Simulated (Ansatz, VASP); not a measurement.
## One calculation of ZnO, two programs

Contents of INCAR:

```
  ALGO = Normal
  EDIFF = 1E-6
  ENCUT = 520
  GGA = CA
  ISIF = 2
  ISMEAR = -1
  LASPH = True
  LCHARG = True
  LELF = True
  LREAL = False
  LVHAR = True
  LWAVE = False
  NBANDS = 26
  NELM = 100
  PREC = Accurate
  SIGMA = 0.05
```

The input KPOINTS:

```
k-points
0
Gamma
  9 9 4
```

POSCAR

```
ZnO
1.0
    3.3097424102      0.0000000000      0.0000000000
   -1.6548712051      2.8663210072      0.0000000000
    0.0000000000      0.0000000000      7.1776641921
Zn O
2 2
Direct
    0.0000000000      0.0000000000      0.2500000000
    0.0000000000      0.0000000000      0.7500000000
    0.6666666667      0.3333333333      0.7500000000
    0.3333333333      0.6666666667      0.2500000000
```

The input input.yaml:

```yaml
crystal:
  lattice:
    - [3.3097424102, 0.0, 0.0]
    - [-1.6548712051, 2.8663210072, 0.0]
    - [0.0, 0.0, 7.1776641921]
  atoms:
    - { symbol: Zn, position: [0.0, 0.0, 0.25] }
    - { symbol: Zn, position: [0.0, 0.0, 0.75] }
    - { symbol: O, position: [0.6666666667, 0.3333333333, 0.75] }
    - { symbol: O, position: [0.3333333333, 0.6666666667, 0.25] }
hamiltonian:
  xc: lda
  pseudopotentials: { kind: paw }
kpoints:
  mp_grid: { grid: [9, 9, 4] }
scf:
  occupations: { method: fermi_dirac, width: 0.05 }
output:
  forces: true
  stress: true
  eigenvalues: true
```

Alike in both runs: task single point; functional LDA; k mesh 9 × 9 × 4; occupations fermi-dirac, width 0.05 eV; no spin polarisation.

```csv
,VASP,Ansatz
version,VASP 6.6.1,Ansatz 0.2.0
potentials or method,"VASP PAW LDA potentials, release 64 (Zn, O)",Ansatz PAW
plane-wave cutoff (eV),520,420
valence electrons in the cell,36,36
```

|  | VASP | Ansatz | Ansatz less VASP |
| --- | --- | --- | --- |
| gap on the k mesh at the Fermi level (eV) | 0.76 | 0.74 | -0.012 |
| least direct gap on the mesh (eV) | 0.76 | 0.74 | -0.012 |
| pressure (GPa) | -8.9 | -9.6 | -0.70 |
| traceless stress, the component that is largest in VASP (GPa) | 7.09 | 7.86 | +0.772 |

LDA's correlation is that of Perdew and Zunger in VASP and of Perdew and Wang (1992) in Ansatz.

Noted on Ansatz's run: odd divisions of the mesh miss points on the zone boundary, where band edges often lie, so the gap on the mesh can be too wide.
